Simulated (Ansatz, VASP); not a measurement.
One calculation of TiRe, two programs

```
CELL_PARAMETERS angstrom
3.09707 0.00000 0.00000
0.00000 3.09707 0.00000
0.00000 0.00000 3.09707
ATOMIC_POSITIONS crystal
Ti 0.50000 0.50000 0.50000
Re 0.00000 0.00000 0.00000
```

Change from the starting cell: volume scaled by 0.98.

Alike in both runs: task single point; functional PBEsol; k mesh 13 × 13 × 13; occupations fermi-dirac, width 0.05 eV; no spin polarisation.

```csv
,VASP,Ansatz
version,VASP 6.6.1,Ansatz 0.2.0
potentials or method,"VASP PAW PBE potentials, release 64 (Ti_sv, Re), cutoff 520 eV","all-electron LAPW, scalar-relativistic"
```

```tsv
	VASP	Ansatz	Ansatz less VASP
pressure (GPa)	-3.4	-3.3	+0.13
```

VASP's potentials were made for PBE, not for PBEsol. Ansatz ran all-electron here, and VASP with PAW potentials.

Spin-orbit coupling is off throughout.
